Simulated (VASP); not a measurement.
# Ta4N3 (I4/mmm) in VASP: notebook

Runs on Ta4N3. Level: PBEsol. Tasks: single point.

Everything below comes from runs of VASP 6.6.1. Logs are shortened: lines on timing, memory, paths and dates and some standing lists are left out, and cuts for length are marked.

## (1) The cell of the first run

Symmetry: I4/mmm, No. 139, tetragonal system. Conventional cell: a = 4.406 Å, b = 4.406 Å, c = 8.621 Å, α = 90.00°, β = 90.00°, γ = 90.00°. Ta (site symmetry mmm) has 4 N at 2.16 to 2.20 Å and 12 Ta at 3.00 to 3.17 Å within 3.2 Å. Within 3.2 Å of Ta (site symmetry 4mm) lie 5 N at 2.21 to 2.27 Å and 12 Ta at 3.00 to 3.17 Å. Within 2.9 Å of N (site symmetry -4m2) lie 6 Ta at 2.16 to 2.21 Å. Within 2.9 Å of N (site symmetry 4/mmm) lie 6 Ta at 2.20 to 2.27 Å.

## (2) Single point, PBEsol, collinear spin

INCAR

```
  PREC = Accurate
  ENCUT = 520
  EDIFF = 1E-6
  ISMEAR = 0
  SIGMA = 0.1
  LREAL = F
  LASPH = T
  NELM = 150
  ALGO = Normal
  ISIF = 2
  LWAVE = F
  LCHARG = F
  ISPIN = 2
  MAGMOM = 1 1 1 1 0 0 0
  LORBIT = 11
  LMAXMIX = 4
  GGA = PS
  NBANDS = 42
```

KPOINTS

```
regular mesh
0
Gamma
  6 6 6
```

POSCAR

```
Ta4N3
1.0
   -2.2031960000      2.2031960000      4.3106130000
    2.2031960000     -2.2031960000      4.3106130000
    2.2031960000      2.2031960000     -4.3106130000
Ta N
4 3
Direct
    0.0000000000      0.5000000000      0.5000000000
    0.2638200000      0.2638200000      0.0000000000
    0.5000000000      0.0000000000      0.5000000000
    0.7361800000      0.7361800000      0.0000000000
    0.7500000000      0.2500000000      0.5000000000
    0.0000000000      0.0000000000      0.0000000000
    0.2500000000      0.7500000000      0.5000000000
```

Potentials or basis: VASP PAW PBE potentials, release 64 (Ta_pv, N).

Run with:

```bash
> cat potpaw_PBE.64/Ta_pv/POTCAR potpaw_PBE.64/N/POTCAR > POTCAR
> mpirun -np 1 vasp_std > vasp.out
```

OUTCAR:

```text
PREC = Accurate
   ENCUT = 520
   EDIFF = 1E-6
   ISMEAR = 0
   LREAL = F
   LASPH = T
   NELM = 150
   ISIF = 2
   ISPIN = 2
   LORBIT = 11
   GGA = PS

 ion  position               nearest neighbor table
   1  0.000  0.500  0.500-   5 2.16   7 2.16   6 2.20   6 2.20   4 3.00   4 3.00   2 3.00   2 3.00
                             3 3.12   3 3.12   3 3.12   3 3.12   2 3.17   4 3.17   2 3.17   4 3.17
   2  0.264  0.264  0.000-   5 2.21   7 2.21   7 2.21   5 2.21   6 2.27   1 3.00   3 3.00   3 3.00
                             1 3.00   4 3.12   4 3.12   4 3.12   4 3.12   3 3.17   3 3.17   1 3.17
   3  0.500  0.000  0.500-   5 2.16   7 2.16   6 2.20   6 2.20   4 3.00   4 3.00   2 3.00   2 3.00
                             1 3.12   1 3.12   1 3.12   1 3.12   4 3.17   4 3.17   2 3.17   2 3.17
   4  0.736  0.736  0.000-   7 2.21   5 2.21   5 2.21   7 2.21   6 2.27   3 3.00   1 3.00   3 3.00
                             1 3.00   2 3.12   2 3.12   2 3.12   2 3.12   3 3.17   1 3.17   1 3.17
   5  0.750  0.250  0.500-   1 2.16   3 2.16   2 2.21   4 2.21   2 2.21   4 2.21
   6  0.000  0.000  0.000-   1 2.20   3 2.20   1 2.20   3 2.20   2 2.27   4 2.27
   7  0.250  0.750  0.500-   1 2.16   3 2.16   2 2.21   4 2.21   2 2.21   4 2.21

  LATTYP: Found a body centered tetragonal cell.
 ALAT       =     4.4063920000
 C/A-ratio  =     1.9565272450

  Lattice vectors:

 A1 = (  -2.2031960000,   2.2031960000,   4.3106130000)
 A2 = (   2.2031960000,  -2.2031960000,   4.3106130000)
 A3 = (   2.2031960000,   2.2031960000,  -4.3106130000)

Analysis of symmetry for initial positions (statically):
=====================================================================
 Subroutine PRICEL returns:
 Original cell was already a primitive cell.

 Routine SETGRP: Setting up the symmetry group for a
 body centered tetragonal supercell.

 Subroutine GETGRP returns: Found 16 space group operations
 (whereof 16 operations were pure point group operations)
 out of a pool of 16 trial point group operations.

The static configuration has the point symmetry D_4h.

Analysis of symmetry for dynamics (positions and initial velocities):
=====================================================================
 Subroutine PRICEL returns:
 Original cell was already a primitive cell.

 Routine SETGRP: Setting up the symmetry group for a
 body centered tetragonal supercell.

 Subroutine GETGRP returns: Found 16 space group operations
 (whereof 16 operations were pure point group operations)
 out of a pool of 16 trial point group operations.

The dynamic configuration has the point symmetry D_4h.

Analysis of structural, dynamic, and magnetic symmetry:
=====================================================================
 Subroutine PRICEL returns:
 Original cell was already a primitive cell.

[... 163 lines left out ...]
  free energy    TOTEN  =       -83.58341774 eV

  energy without entropy =      -83.57441397  energy(sigma->0) =      -83.57891585

 E-fermi :   7.9426     XC(G=0): -13.2706

 val. band max:        7.9276976517   @ k =   0.5000  -0.0000   0.0000
 cond. band min:       7.9773060411   @ k =   0.5000   0.5000   0.3333
 fundamental gap:      0.0496083894
 Fermi energy:         7.9425539998

 spin component 1

 k-point     1 :       0.0000    0.0000    0.0000
  band No.  band energies     occupation
      1     -27.7775      1.00000
      2     -27.7775      1.00000
      3     -27.6687      1.00000
      4     -27.4629      1.00000
      5     -27.4629      1.00000
      6     -27.3020      1.00000
[... 1045 lines left out ...]
     40      12.2285      0.00000
     41      12.3535      0.00000

 [... further k-points ...]

 spin component 2

 k-point     1 :       0.0000    0.0000    0.0000
  band No.  band energies     occupation
      1     -27.7776      1.00000
      2     -27.7776      1.00000
      3     -27.6688      1.00000
      4     -27.4630      1.00000
      5     -27.4630      1.00000
      6     -27.3021      1.00000
[... 1045 lines left out ...]
     40      12.2285      0.00000
     41      12.3535      0.00000

 [... further k-points ...]

 [bands above 41 left out]

------------------------ aborting loop because EDIFF is reached ----------------------------------------

  FORCE on cell =-STRESS in cart. coord.  units (eV):
  Direction    XX          YY          ZZ          XY          YZ          ZX
  --------------------------------------------------------------------------------------
  -------------------------------------------------------------------------------------
  Total       -4.9457412     -4.9457412     -4.5359602      0.0000000      0.0000000      0.0000000
  in kB      -94.6752962    -94.6752962    -86.8309432      0.0000000      0.0000000      0.0000000
  external PRESSURE =     -92.0605119 kB  Pullay stress =       0.0000000 kB

 VOLUME and BASIS-vectors are now :
 -----------------------------------------------------------------------------
  energy-cutoff  :      520.00
  volume of cell :       83.70
      direct lattice vectors                 reciprocal lattice vectors
    -2.203196000  2.203196000  4.310613000     0.000000000  0.226943041  0.115992783
     2.203196000 -2.203196000  4.310613000     0.226943041  0.000000000  0.115992783
     2.203196000  2.203196000 -4.310613000     0.226943041  0.226943041  0.000000000

 POSITION                                       TOTAL-FORCE (eV/Angst)
 -----------------------------------------------------------------------------------
      2.20320      0.00000      0.00000         0.000000      0.000000     -0.000000
      0.00000      0.00000      2.27445         0.000000      0.000000     -0.189770
      0.00000      2.20320      0.00000         0.000000      0.000000     -0.000000
      0.00000      0.00000      6.34677        -0.000000     -0.000000      0.189770
      0.00000      2.20320      2.15531         0.000000      0.000000     -0.000000
      0.00000      0.00000      0.00000         0.000000      0.000000     -0.000000
      2.20320      0.00000      2.15531         0.000000      0.000000     -0.000000
 -----------------------------------------------------------------------------------
    total drift:                               -0.000000     -0.000000      0.000000

  FREE ENERGIE OF THE ION-ELECTRON SYSTEM (eV)
  ---------------------------------------------------
  free  energy   TOTEN  =       -83.5834177381 eV

  energy  without entropy=      -83.5744139699  energy(sigma->0) =      -83.57891585

 total charge

# of ion       s       p       d       tot
------------------------------------------
    1        0.306   6.223   2.407   8.935
    2        0.285   6.210   2.399   8.893
    3        0.306   6.223   2.407   8.935
    4        0.285   6.210   2.399   8.893
    5        1.226   2.530   0.000   3.755
    6        1.224   2.497   0.000   3.721
    7        1.226   2.530   0.000   3.755
--------------------------------------------------
tot          4.856  32.420   9.611  46.888

 magnetization (x)

# of ion       s       p       d       tot
------------------------------------------
    1       -0.000  -0.000  -0.000  -0.000
    2       -0.000  -0.000  -0.000  -0.000
    3       -0.000  -0.000  -0.000  -0.000
    4       -0.000  -0.000  -0.000  -0.000
    5       -0.000   0.000   0.000   0.000
    6       -0.000   0.000   0.000   0.000
    7       -0.000   0.000   0.000   0.000
--------------------------------------------------
tot         -0.000   0.000  -0.000  -0.000
```

Wall time 3.8 min (1 thread of AMD EPYC 7R13 (Zen 3), shared host); peak memory 0.34 GiB.

What came out:

```yaml
Free_energy: -83.5834 eV
Pressure: -9.2 GPa
Largest_force: 0.190 eV/Å
Net_moment: 0.00 μB per cell
Valence_electrons_inside_the_program's_atomic_spheres: Ta 8.94, 8.89 (each value once); N 3.75, 3.72 (each value once)
```

Forces on the atoms (eV/Å):
```
Ta   0.000  0.000  0.000
Ta   0.000  0.000 -0.190
Ta   0.000  0.000  0.000
Ta   0.000  0.000  0.190
N    0.000  0.000  0.000
N    0.000  0.000  0.000
N    0.000  0.000  0.000
```

Caveat: the cell stands under tension; the PAW data sets were made with another functional, which shifts forces and pressure a little; spin-orbit coupling is left out, which moves the levels of the heavy elements.

## (3) Single point, PBEsol (10.89 Å³/atom)

This run uses another cell than the first one, of 10.89 Å³/atom.

INCAR

```
PREC = Accurate
ENCUT = 520
EDIFF = 1E-6
ISMEAR = 0
SIGMA = 0.1
LREAL = False
LASPH = True
NELM = 80
ALGO = Fast
ISIF = 2
LWAVE = False
LCHARG = False
GGA = PS
NBANDS = 38
```

KPOINTS

```
regular mesh
0
Gamma
  12 12 12
```

POSCAR

```
Ta4N3
1.0
   -2.1341347058      2.1341347058      4.1853142604
    2.1341347058     -2.1341347058      4.1853142604
    2.1341347058      2.1341347058     -4.1853142604
Ta N
4 3
Direct
    0.0000000000      0.5000000000      0.5000000000
    0.2614627937      0.2614627937      0.0000000000
    0.5000000000      0.0000000000      0.5000000000
    0.7385372063      0.7385372063      0.0000000000
    0.7500000000      0.2500000000      0.5000000000
    0.0000000000      0.0000000000      0.0000000000
    0.2500000000      0.7500000000      0.5000000000
```

Potentials or basis: VASP PAW PBE potentials, release 64 (Ta_pv, N).

Run with:

```bash
> cat potpaw_PBE.64/Ta_pv/POTCAR potpaw_PBE.64/N/POTCAR > POTCAR
> mpirun -np 1 vasp_std > vasp.out
```

OUTCAR:

```text
PREC = Accurate
   ENCUT = 520
   EDIFF = 1E-6
   ISMEAR = 0
   LREAL = False
   LASPH = True
   NELM = 80
   ISIF = 2
   GGA = PS

 ion  position               nearest neighbor table
   1  0.000  0.500  0.500-   5 2.09   7 2.09   6 2.13   6 2.13   4 2.92   2 2.92   2 2.92   4 2.92
                             3 3.02   3 3.02   3 3.02   3 3.02   2 3.06   4 3.06   2 3.06   4 3.06
   2  0.261  0.261  0.000-   5 2.14   7 2.14   7 2.14   5 2.14   6 2.19   3 2.92   1 2.92   1 2.92
                             3 2.92   4 3.02   4 3.02   4 3.02   4 3.02   3 3.06   3 3.06   1 3.06
   3  0.500  0.000  0.500-   5 2.09   7 2.09   6 2.13   6 2.13   2 2.92   4 2.92   2 2.92   4 2.92
                             1 3.02   1 3.02   1 3.02   1 3.02   4 3.06   4 3.06   2 3.06   2 3.06
[... 1201 lines left out ...]
  in kB      244.9139689    244.9139689    246.9122410      0.0000000      0.0000000      0.0000000
  external PRESSURE =     245.5800596 kB  Pullay stress =       0.0000000 kB

 VOLUME and BASIS-vectors are now :
 -----------------------------------------------------------------------------
  energy-cutoff  :      520.00
  volume of cell :       76.25
      direct lattice vectors                 reciprocal lattice vectors
    -2.134134706  2.134134706  4.185314260     0.000000000  0.234286992  0.119465342
     2.134134706 -2.134134706  4.185314260     0.234286992  0.000000000  0.119465342
     2.134134706  2.134134706 -4.185314260     0.234286992  0.234286992  0.000000000

 POSITION                                       TOTAL-FORCE (eV/Angst)
 -----------------------------------------------------------------------------------
      2.13413      0.00000      0.00000         0.000000      0.000000     -0.000000
      0.00000      0.00000      2.18861        -0.000000     -0.000000      0.047862
      0.00000      2.13413      0.00000         0.000000      0.000000     -0.000000
      0.00000      0.00000      6.18202        -0.000000     -0.000000     -0.047862
      0.00000      2.13413      2.09266         0.000000      0.000000      0.000000
      0.00000      0.00000      0.00000         0.000000      0.000000     -0.000000
      2.13413      0.00000      2.09266         0.000000      0.000000      0.000000
 -----------------------------------------------------------------------------------
    total drift:                                0.000000      0.000000     -0.000000

  FREE ENERGIE OF THE ION-ELECTRON SYSTEM (eV)
  ---------------------------------------------------
  free  energy   TOTEN  =       -83.2699029906 eV

  energy  without entropy=      -83.2588006600  energy(sigma->0) =      -83.26435183
```

stdout:

```text
POSCAR found type information on POSCAR TaN
 POSCAR found :  2 types and       7 ions
 scaLAPACK will be used
 -----------------------------------------------------------------------------
|                                                                             |
|                                                                             |
|     You enforced a specific xc type in the INCAR file but a different       |
|     I HOPE YOU KNOW WHAT YOU ARE DOING!                                     |
|                                                                             |
 -----------------------------------------------------------------------------

 LDA part: xc-table for (Slater+PW92), standard interpolation
 POSCAR, INCAR and KPOINTS ok, starting setup
 FFT: planning ... GRIDC
 FFT: planning ... GRID_SOFT
 FFT: planning ... GRID
 WAVECAR not read
 entering main loop
```

Run time: 19 min. Hardware: 1 thread of Oxide Virtual Turin-like, shared host; peak memory 0.46 GiB.

What came out:

- Free energy: -83.2699 eV
- Pressure: 24.6 GPa
- Largest force: 0.048 eV/Å
- Band gap on the k mesh: zero (an odd number of electrons rules out a gap without spin polarisation)

Forces on the atoms (eV/Å):
```
Ta   0.000  0.000  0.000
Ta   0.000  0.000  0.048
Ta   0.000  0.000  0.000
Ta   0.000  0.000 -0.048
N    0.000  0.000  0.000
N    0.000  0.000  0.000
N    0.000  0.000  0.000
```

Stress tensor (GPa, compression positive):
```
24.49  0.00  0.00
 0.00 24.49  0.00
 0.00  0.00 24.69
```

Levels at points of the mesh, in eV from the Fermi level:
```tsv
k point	band 26	band 27	band 28	band 29	band 30	band 31	band 32	band 33	band 34	band 35
(0.00, 0.00, 0.00)	-3.91	-1.36	-1.36	-1.04	-0.64	-0.64	0.99	1.05	1.05	1.40
(0.50, 0.00, 0.00)	-2.97	-1.69	-1.35	-0.45	-0.08	0.70	1.24	1.47	2.74	2.94
(0.50, 0.50, 0.00)	-2.13	-1.68	-1.57	1.37	1.45	1.50	2.55	2.63	2.97	3.07
(0.50, 0.50, 0.50)	-4.06	-4.06	-4.06	-3.07	0.99	0.99	1.68	2.70	3.09	3.09
```

Caveat: the cell stands under pressure; the PAW data sets were made with another functional, which shifts forces and pressure a little; spin-orbit coupling is left out, which moves the levels of the heavy elements; an odd number of electrons without spin polarisation forces a metal; a magnetic or distorted state may lie lower.

(Part 1 of 2 ends here.)

The gap in the log of VASP goes by the Fermi energy; the results here count the filled bands.